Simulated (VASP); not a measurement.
Set up this calculation in VASP 6.6.1, as the native input.

```
Task                   : single point
Functional             : PBE
Potentials or basis    : VASP PAW PBE potentials, release 64 (Si, O, Sn_d)
Cutoff                 : 520 eV
k mesh                 : 2 × 2 × 2
Occupations            : gaussian, width 0.05 eV
Spin                   : no spin polarisation
Dipole correction      : no
Further INCAR settings : LREAL = Auto; ALGO = Normal; EDIFF = 1e-06; NBANDS = 84
```

The structure of Si6SnO16 (a cell with a defect) lies in POSCAR:

```
Si6SnO16
1.0
   -4.1790000000     -4.1790000000      0.0000000000
    4.1790000000     -4.1790000000      0.0000000000
    0.0000000000      0.0000000000      5.3298000000
Si O Sn
6 16 1
Direct
    0.4917680067      0.5257424025     -0.0010587639
   -0.0052542474      0.4927620244      0.2481010544
    0.4952891840      0.5117536492      0.4914933018
   -0.0035086145      0.4958785595      0.7473481181
    0.0153341709     -0.0089912659      0.0056874554
   -0.0048889687     -0.0002361809      0.4973286052
    0.1874602776      0.5033576214     -0.0018428459
   -0.0045015554      0.1950691553      0.2452609854
    0.8020118449      0.5001968174     -0.0038374798
    0.0097453936      0.7911325676      0.2667030658
    0.1891113903      0.4899170854      0.4970588015
   -0.0051549414      0.1922824838      0.7595832864
    0.8019352716      0.4940587461      0.4989046493
    0.0097150036      0.7980844700      0.7412060490
    0.7456572146     -0.0651664274      0.0332509663
    0.4961365159      0.6980192630      0.2519173327
    0.2876733668     -0.0214178033      0.0402941949
    0.4960095717      0.3250067002      0.2402994484
    0.7131548217      0.0079789423      0.4922038350
    0.4936706150      0.6990539603      0.7404626815
    0.2800614980      0.0077985164      0.5009593231
    0.4880300311      0.3416643934      0.7502729934
    0.5212462312      0.0278449390     -0.2027404405
```

The input as run:

INCAR

```
SYSTEM = Si6SnO16
PREC     = Accurate       ! precision mode
ENCUT    = 520            ! plane-wave cutoff, eV
EDIFF    = 1E-6           ! SCF threshold, eV
ISMEAR   = 0              ! smearing method
SIGMA    = 0.05           ! smearing width, eV
LREAL    = Auto         
LASPH    = .True.         ! aspherical terms in the spheres
NELM     = 100            ! most SCF steps
ALGO     = Normal         ! electronic algorithm
ISIF     = 2              ! what is computed and relaxed
LWAVE    = .False.        ! write WAVECAR
LCHARG   = .False.        ! write CHGCAR
GGA      = PE             ! functional
NBANDS   = 84             ! bands
```

KPOINTS

```
Automatic mesh
0
Gamma
  2 2 2
  0 0 0
```

Potentials or basis: VASP PAW PBE potentials, release 64 (Si, O, Sn_d).

Run with:

```sh
$ cat potpaw_PBE.64/Si/POTCAR potpaw_PBE.64/O/POTCAR potpaw_PBE.64/Sn_d/POTCAR > POTCAR
$ mpirun -np 1 vasp_std > vasp.out
```

Results of the run:

```json
{"Pressure": "31.9 GPa", "Largest force": "2.368 eV/Å", "Band gap on the k mesh": "zero (band 67 reaches 7.13 eV, above the bottom of band 68 at 6.94 eV)"}
```

Caveat: the k points lie up to 0.59 Å⁻¹ apart; spin-orbit coupling is left out, which moves the levels of the heavy elements.

Run time: 6.3 min on 1 thread of Intel(R) Xeon(R) Platinum 8259CL CPU @ 2.50GHz (Skylake/Cascade Lake), with other jobs on the host, peak memory 0.32 GiB.
